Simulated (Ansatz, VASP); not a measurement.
**Two plane-wave programs on CaO**

```
Ca O
1.0
     0.06491    2.61846    2.61846
     2.61846    0.06491    2.61846
     2.61846    2.61846    0.06491
Ca O
1 1
Direct
  0.00226 0.00226 0.00226
  0.24774 0.24774 0.24774
```

Change from the starting cell: epitaxial_111 strain -2.0%.

Alike in both runs: task single point; functional r2SCAN; k mesh 8 × 8 × 8; no spin polarisation.

|  | VASP | Ansatz |
| --- | --- | --- |
| version | VASP 6.6.1 | Ansatz 0.2.0 |
| potentials or method | VASP PAW PBE potentials, release 64 (Ca_sv, O) | plane waves, PAW |
| plane-wave cutoff (eV) | 520 | 500 |
| occupations | gaussian, width 0.01 eV | fixed |
| valence electrons in the cell | 16 | 16 |

Ansatz gave:

| Property | Result |
| --- | --- |
| gap on the k mesh at the Fermi level (eV) | 3.82 |
| pressure (GPa) | 2.0 |
| traceless stress, the component that is largest in VASP (GPa) | -0.99 |
| rms of the force components (eV/Å) | 0.003 |

Question: Which values does VASP return?

Answer: gap on the k mesh at the Fermi level (eV): 3.79; pressure (GPa): 3.0; traceless stress, the component that is largest in VASP (GPa): -0.99; rms of the force components (eV/Å): 0.004.

VASP's potentials were made for PBE, not for r2SCAN. Atom by atom the forces differ by 0.007 eV/Å (rms over components).
